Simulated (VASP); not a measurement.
Input of a VASP 6.6.1 run:

File INCAR:

```
SYSTEM = P
  ALGO = Normal
  EDIFF = 1E-6
  EDIFFG = -0.04
  ENCUT = 600
  GGA = PE
  IBRION = 2
  ISIF = 3
  ISMEAR = 0
  LASPH = .True.
  LCHARG = .False.
  LREAL = .False.
  LWAVE = .False.
  NELM = 60
  NSW = 90
  PREC = Accurate
  SIGMA = 0.1
```

The input KPOINTS:

```
k-points
0
Gamma
  6 6 8
  0 0 0
```

File POSCAR:

```
P
1.0
    2.5057674680      0.0000000000      0.0000000000
    0.0000000000      2.5057674680      0.0000000000
    0.0000000000      0.0000000000      2.3605501945
P
1
Direct
    0.0000000000      0.0000000000      0.5000000000
```

Potentials or basis: VASP PAW PBE potentials, release 64 (P).

The run is started by

```sh
$ cat potpaw_PBE.64/P/POTCAR > POTCAR
$ mpirun -np 1 vasp_std > vasp.out
```

Question: Predict the space group after relaxing (to 0.05 Å).

Answer: Pm-3m (No. 221).

Question: Predict the relaxed volume.

Answer: 14.59 Å³/atom.

Question: Predict the relaxed cell.

Answer: a = 2.435 Å, b = 2.435 Å, c = 2.462 Å, α = 90.00°, β = 90.00°, γ = 90.00°.

Final structure:
```cif
data_structure
_symmetry_space_group_name_H-M 'P 1'
_symmetry_Int_Tables_number 1
_cell_length_a 2.4346
_cell_length_b 2.4346
_cell_length_c 2.4618
_cell_angle_alpha 90.000
_cell_angle_beta 90.000
_cell_angle_gamma 90.000
_cell_volume 14.59
loop_
_atom_site_label
_atom_site_type_symbol
_atom_site_fract_x
_atom_site_fract_y
_atom_site_fract_z
_atom_site_occupancy
P1 P 0.00000 0.00000 0.50000 1
```

Caveat: the k points lie up to 0.43 Å⁻¹ apart in the final cell.
